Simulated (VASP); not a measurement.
Here is a VASP 6.6.1 calculation.

The input INCAR:

```
SYSTEM = Mo
ALGO = Normal
EDIFF = 1E-6
ENCUT = 520
GGA = PS
ISIF = 2
ISMEAR = -1
LASPH = .True.
LCHARG = .False.
LREAL = .False.
LWAVE = .False.
NBANDS = 13
NELM = 60
PREC = Accurate
SIGMA = 0.03
```

KPOINTS

```
k-points
0
Gamma
  36 36 36
  0 0 0
```

The input POSCAR:

```
Mo
1.0
   -1.5647896150      1.5647896150      1.5647896150
    1.5647896150     -1.5647896150      1.5647896150
    1.5647896150      1.5647896150     -1.5647896150
Mo
1
Direct
    0.0000000000      0.0000000000      0.0000000000
```

Potentials or basis: VASP PAW PBE potentials, release 64 (Mo_sv).

Run with:

```sh
$ cat potpaw_PBE.64/Mo_sv/POTCAR > POTCAR
$ mpirun -np 1 vasp_std > vasp.out
```

Task: What does it give for the pressure?

Result: 0.6 GPa.

Task: Predict the band gap on the k mesh.

Result: Zero (bands 7 and 8 overlap by 5.53 eV).

Caveat: the PAW data sets were made with another functional, which shifts forces and pressure a little.
